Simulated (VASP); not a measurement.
# AlCo (Pmmm) in VASP: single point with PBE

Aim: the single point of AlCo with PBE.

All numbers are computed with VASP 6.6.1; they aren't measurements. Logs are shortened: lines on timing, memory, paths and dates and some standing lists are left out, and cuts for length are marked.

## Step 1: The cell of the first run

The structure is orthorhombic, space group Pmmm (No. 47). The conventional cell has a = 4.044 Å, b = 4.405 Å, c = 4.441 Å, α = 90.00°, β = 90.00°, γ = 90.00°. Within 2.7 Å of Al (site symmetry 2mm) lie 4 Al at 2.00 to 2.42 Å and 6 Co at 2.44 to 2.69 Å. Al (site symmetry mmm) has 8 Co at 2.33 to 3.13 Å and 4 Al at 2.42 Å within 3.2 Å. Within 2.8 Å of Co (site symmetry mm2) lie 2 Co at 2.12 to 2.32 Å and 6 Al at 2.33 to 2.69 Å. Within 3.2 Å of Co (site symmetry mmm) lie 8 Al at 2.44 to 3.13 Å and 8 Co at 3.17 Å.

The cell was generated, and may not be a known phase.

## Step 2: Single point, PBE, collinear spin, ferrimagnetic start

Input file INCAR:

```
PREC     = Accurate       # precision mode
ENCUT    = 520            # plane-wave cutoff, eV
EDIFF    = 1E-6           # SCF threshold, eV
ISMEAR   = 0              # smearing method
SIGMA    = 0.1            # smearing width, eV
LREAL    = False          # projectors in reciprocal space
LASPH    = True           # aspherical terms in the spheres
NELM     = 150            # most SCF steps
ALGO     = Normal         # electronic algorithm
ISIF     = 2              # what is computed and relaxed
LWAVE    = False          # write WAVECAR
LCHARG   = False          # write CHGCAR
ISPIN    = 2              # spin polarisation
MAGMOM   = 0 0 0 -3 3 -3  # initial moments
LORBIT   = 11             # projections on sites
LMAXMIX  = 4              # l up to which the mixer works
GGA      = PE             # functional
NBANDS   = 31             # bands
```

Input file KPOINTS:

```
Automatic mesh
0
Gamma
  4 4 4
```

Input file POSCAR:

```
AlCo
1.0
    4.0440602500      0.0000000000      0.0000000000
    0.0000000000      4.4048714900      0.0000000000
    0.0000000000      0.0000000000      4.4409774800
Al Co
3 3
Direct
    0.2525511000      0.5000000000      0.5000000000
    0.7474489000      0.5000000000      0.5000000000
    0.5000000000      0.0000000000      0.5000000000
    0.0000000000      0.0000000000      0.7613539200
    0.0000000000      0.0000000000      0.2386460800
    0.5000000000      0.5000000000      0.0000000000
```

Potentials or basis: VASP PAW PBE potentials, release 64 (Al, Co).

Run with:

```console
> cat potpaw_PBE.64/Al/POTCAR potpaw_PBE.64/Co/POTCAR > POTCAR
> mpirun -np 1 vasp_std > vasp.out
```

OUTCAR:

```text
PREC = Accurate
   ENCUT = 520
   EDIFF = 1E-6
   ISMEAR = 0
   LREAL = False
   LASPH = True
   NELM = 150
   ISIF = 2
   ISPIN = 2
   LORBIT = 11
   GGA = PE

 ion  position               nearest neighbor table
   1  0.253  0.500  0.500-   2 2.00   2 2.04   3 2.42   3 2.42   6 2.44   6 2.44   4 2.69   4 2.69
                             5 2.69   5 2.69
   2  0.747  0.500  0.500-   1 2.00   1 2.04   3 2.42   3 2.42   6 2.44   6 2.44   5 2.69   4 2.69
                             4 2.69   5 2.69
   3  0.500  0.000  0.500-   4 2.33   5 2.33   4 2.33   5 2.33   1 2.42   2 2.42   1 2.42   2 2.42
                             6 3.13   6 3.13   6 3.13   6 3.13
   4  0.000  0.000  0.761-   5 2.12   5 2.32   3 2.33   3 2.33   1 2.69   1 2.69   2 2.69   2 2.69

   5  0.000  0.000  0.239-   4 2.12   4 2.32   3 2.33   3 2.33   2 2.69   1 2.69   2 2.69   1 2.69

   6  0.500  0.500  0.000-   1 2.44   2 2.44   1 2.44   2 2.44   3 3.13   3 3.13   3 3.13   3 3.13

  LATTYP: Found a simple orthorhombic cell.
 ALAT       =     4.0440602500
 B/A-ratio  =     1.0892200456
 C/A-ratio  =     1.0981481990

  Lattice vectors:

 A1 = (   4.0440602500,   0.0000000000,   0.0000000000)
 A2 = (   0.0000000000,   4.4048714900,   0.0000000000)
 A3 = (   0.0000000000,   0.0000000000,   4.4409774800)

Analysis of symmetry for initial positions (statically):
=====================================================================
 Subroutine PRICEL returns:
 Original cell was already a primitive cell.

 Routine SETGRP: Setting up the symmetry group for a
 simple orthorhombic supercell.

 Subroutine GETGRP returns: Found  8 space group operations
 (whereof  8 operations were pure point group operations)
 out of a pool of  8 trial point group operations.

The static configuration has the point symmetry D_2h.

Analysis of symmetry for dynamics (positions and initial velocities):
=====================================================================
 Subroutine PRICEL returns:
 Original cell was already a primitive cell.

 Routine SETGRP: Setting up the symmetry group for a
 simple orthorhombic supercell.

 Subroutine GETGRP returns: Found  8 space group operations
 (whereof  8 operations were pure point group operations)
 out of a pool of  8 trial point group operations.

The dynamic configuration has the point symmetry D_2h.

Analysis of structural, dynamic, and magnetic symmetry:
=====================================================================
 Subroutine PRICEL returns:
 Original cell was already a primitive cell.

 Routine SETGRP: Setting up the symmetry group for a
 simple orthorhombic supercell.

 Subroutine GETGRP returns: Found  4 space group operations
 (whereof  4 operations were pure point group operations)
 out of a pool of  8 trial point group operations.

The overall configuration has the point symmetry C_2v.

 Subroutine INISYM returns: Found  4 space group operations
 (whereof  4 operations are pure point group operations),
 and found     1 'primitive' translations

----------------------------------------------------------------------------------------

                                     Primitive cell

  volume of cell :      79.1096

  direct lattice vectors                    reciprocal lattice vectors
     4.044060250  0.000000000  0.000000000     0.247276237  0.000000000  0.000000000
     0.000000000  4.404871490  0.000000000     0.000000000  0.227021379  0.000000000
     0.000000000  0.000000000  4.440977480     0.000000000  0.000000000  0.225175652

  length of vectors
     4.044060250  4.404871490  4.440977480     0.247276237  0.227021379  0.225175652

  position of ions in fractional coordinates (direct lattice)
     0.252551100  0.500000000  0.500000000
     0.747448900  0.500000000  0.500000000
     0.500000000  0.000000000  0.500000000
     0.000000000  0.000000000  0.761353920
     0.000000000  0.000000000  0.238646080
     0.500000000  0.500000000  0.000000000

  ion indices of the primitive-cell ions
   primitive index   ion index
                 1           1
                 2           2
                 3           3
[... 37 lines left out ...]
  0.500000  0.250000  0.000000      2.000000
[... 16 lines left out ...]
  0.250000  0.250000  0.500000      4.000000
  0.500000  0.250000  0.500000      2.000000
 [... further k-points ...]
   k-points           NKPTS =     27   k-points in BZ     NKDIM =     27   number of bands    NBANDS=     31
   number of dos      NEDOS =    301   number of ions     NIONS =      6
   total plane-waves  NPLWV =  38880
   dimension x,y,z NGX =    30 NGY =   36 NGZ =   36
   dimension x,y,z NGXF=    60 NGYF=   72 NGZF=   72
   ions per type =               3   3
   NGX,Y,Z   is equivalent  to a cutoff of  12.33, 13.59, 13.48 a.u.
   NGXF,Y,Z  is equivalent  to a cutoff of  24.67, 27.17, 26.95 a.u.
 SYSTEM =  unknown system
   PREC   = accura    normal or accurate (medium, high low for compatibility)
   ISTART =      0    job   : 0-new  1-cont  2-samecut
   ICHARG =      2    charge: 1-file 2-atom 10-const
   ISPIN  =      2    spin polarized calculation?
   LNONCOLLINEAR =      F non collinear calculations
   LSORBIT =      F    spin-orbit coupling
   LASPH  =      T    aspherical Exc in radial PAW
   ENCUT  =  520.0 eV  38.22 Ry    6.18 a.u.   7.52  8.19  8.26*2*pi/ulx,y,z
   NELM   =    150;   NELMIN=  2; NELMDL= -5     # of ELM steps
   EDIFF  = 0.1E-05   stopping-criterion for ELM
   LREAL  =      F    real-space projection
   EDIFFG = 0.1E-04   stopping-criterion for IOM
   NSW    =      0    number of steps for IOM
   IBRION =     -1    ionic relax: 0-MD 1-quasi-New 2-CG
   NFREE  =      0    steps in history (QN), initial steepest desc. (CG)
   ISIF   =      2    stress and relaxation
   ISYM   =      2    0-nonsym 1-usesym 2-fastsym
   POTIM  = 0.5000    time-step for ionic-motion
   TEBEG  =    0.0;   TEEND  =   0.0 temperature during run
   PSTRESS=    0.0 pullay stress
   NELECT =      36.0000    total number of electrons
   NUPDOWN=      -1.0000    fix difference up-down
   EMIN   =  10.00;   EMAX   =-10.00  energy-range for DOS
   EFERMI =   0.00;   METHOD = LEGACY
   ISMEAR =     0;   SIGMA  =   0.10  broadening in eV -4-tet -1-fermi 0-gaus
   EFERMI_NEDOS =   21; number of points for ismear=-14 and -15
   IALGO  =     38    algorithm
   IMIX   =      4    mixing-type and parameters
     AMIX     =   0.40;   BMIX     =  1.00
     AMIX_MAG =   1.60;   BMIX_MAG =  1.00
  volume/ion in A,a.u.               =      13.18        88.98
  Fermi-wavevector in a.u.,A,eV,Ry     =   1.259213  2.379567 21.573633  1.585617
  Thomas-Fermi vector in A             =   2.392784
   LORBIT       =     11    0 simple, 1 ext, 2 COOP (PROOUT), +10 PAW based schemes
   GGA     = PE    functional components
   LHFCALC =     F    Hartree Fock is set to
   AEXX    =    0.0000 exact exchange contribution
   IVDW    =     0    specifies the selected vdW correction
   LEPSILON=     F    determine dielectric tensor
   LRPA    =     F    only Hartree local field effects (RPA)
 spin polarized calculation
 Gauss-broadening in eV      SIGMA  =   0.10
  energy-cutoff  :      520.00
  volume of cell :       79.11
 maximum number of plane-waves:      2156
   NGX = 15   NGY = 17   NGZ = 17

 number of electron      36.0000006 magnetization      -0.2664879

 number of electron      36.0000006 magnetization       0.8365613

 Free energy of the ion-electron system (eV)
  ---------------------------------------------------
  ext. energy  EPLUGINS =         0.00000000
  ---------------------------------------------------
  free energy    TOTEN  =       -26.45297066 eV

  energy without entropy =      -26.42942532  energy(sigma->0) =      -26.44119799

 E-fermi :   8.6235     XC(G=0): -11.4828

 val. band max:        8.6102411692   @ k =   0.0000   0.5000   0.2500
 cond. band min:       8.6307341662   @ k =   0.5000   0.5000   0.0000
 fundamental gap:      0.0204929970
 Fermi energy:         8.6235406063

 spin component 1

 k-point     1 :       0.0000    0.0000    0.0000
  band No.  band energies     occupation
      1      -2.2617      1.00000
      2       3.9563      1.00000
      3       4.2091      1.00000
      4       4.4004      1.00000
      5       4.7211      1.00000
      6       5.0050      1.00000
[... 781 lines left out ...]
     29      18.8812      0.00000
     30      19.0345      0.00000

 [... further k-points ...]

 spin component 2

 k-point     1 :       0.0000    0.0000    0.0000
  band No.  band energies     occupation
      1      -2.2552      1.00000
      2       4.1843      1.00000
      3       4.3620      1.00000
      4       4.4941      1.00000
      5       5.1241      1.00000
      6       5.2776      1.00000
[... 781 lines left out ...]
     29      18.8751      0.00000
     30      19.0251      0.00000

 [... further k-points ...]

 [bands above 30 left out]

------------------------ aborting loop because EDIFF is reached ----------------------------------------

  FORCE on cell =-STRESS in cart. coord.  units (eV):
  Direction    XX          YY          ZZ          XY          YZ          ZX
  --------------------------------------------------------------------------------------
  -------------------------------------------------------------------------------------
  Total       35.3023949      0.1387073      1.4696710      0.0000000      0.0000000      0.0000000
  in kB      714.9658871      2.8091868     29.7646837      0.0000000      0.0000000      0.0000000
  external PRESSURE =     249.1799192 kB  Pullay stress =       0.0000000 kB

 VOLUME and BASIS-vectors are now :
 -----------------------------------------------------------------------------
  energy-cutoff  :      520.00
  volume of cell :       79.11
      direct lattice vectors                 reciprocal lattice vectors
     4.044060250  0.000000000  0.000000000     0.247276237  0.000000000  0.000000000
     0.000000000  4.404871490  0.000000000     0.000000000  0.227021379  0.000000000
     0.000000000  0.000000000  4.440977480     0.000000000  0.000000000  0.225175652

 POSITION                                       TOTAL-FORCE (eV/Angst)
 -----------------------------------------------------------------------------------
      1.02133      2.20244      2.22049        -2.675701     -0.000000      0.000011
      3.02273      2.20244      2.22049         2.675701      0.000000      0.000011
      2.02203      0.00000      2.22049         0.000000     -0.000000      0.000251
      0.00000      0.00000      3.38116         0.000000     -0.000000     -0.135769
      0.00000      0.00000      1.05982         0.000000     -0.000000      0.135590
      2.02203      2.20244      0.00000         0.000000     -0.000000     -0.000093
 -----------------------------------------------------------------------------------
    total drift:                                0.000000      0.000000      0.000350

  FREE ENERGIE OF THE ION-ELECTRON SYSTEM (eV)
  ---------------------------------------------------
  free  energy   TOTEN  =       -26.4529706628 eV

  energy  without entropy=      -26.4294253186  energy(sigma->0) =      -26.44119799

 total charge

# of ion       s       p       d       tot
------------------------------------------
    1        0.481   0.569   0.000   1.050
    2        0.481   0.569   0.000   1.050
    3        0.440   0.471   0.000   0.911
    4        0.468   0.452   7.446   8.366
    5        0.468   0.452   7.446   8.366
    6        0.360   0.318   7.387   8.065
--------------------------------------------------
tot          2.698   2.830  22.279  27.807

 magnetization (x)

# of ion       s       p       d       tot
------------------------------------------
    1       -0.001  -0.004   0.000  -0.005
    2       -0.001  -0.004   0.000  -0.005
    3       -0.009  -0.010   0.000  -0.019
    4        0.010   0.015   0.811   0.836
    5        0.010   0.015   0.811   0.836
    6       -0.009  -0.006  -0.821  -0.837
--------------------------------------------------
tot          0.001   0.004   0.801   0.806
```

Wall time 4.5 min (1 thread of Intel Xeon Platinum 8259CL at 2.50GHz (Skylake/Cascade Lake), shared host); peak memory 0.27 GiB.

What came out:

- Free energy: -26.4530 eV
- Pressure: 24.9 GPa
- Largest force: 2.676 eV/Å
- Net moment: 0.84 μB per cell
- Site moments: Al -0.01, -0.02 (each value once); Co +0.84, -0.84 (each value once) μB
- Valence electrons inside the program's atomic spheres: Al 1.05, 0.91 (each value once); Co 8.37, 8.06 (each value once)

Forces in eV/Å, atoms in the order of the input:
```
Al  -2.676  0.000  0.000
Al   2.676  0.000  0.000
Al   0.000  0.000  0.000
Co   0.000  0.000 -0.136
Co   0.000  0.000  0.136
Co   0.000  0.000  0.000
```

Caveat: the k points lie up to 0.39 Å⁻¹ apart; forces of over 1 eV/Å act on the atoms, so gaps and moduli don't describe the material at rest.
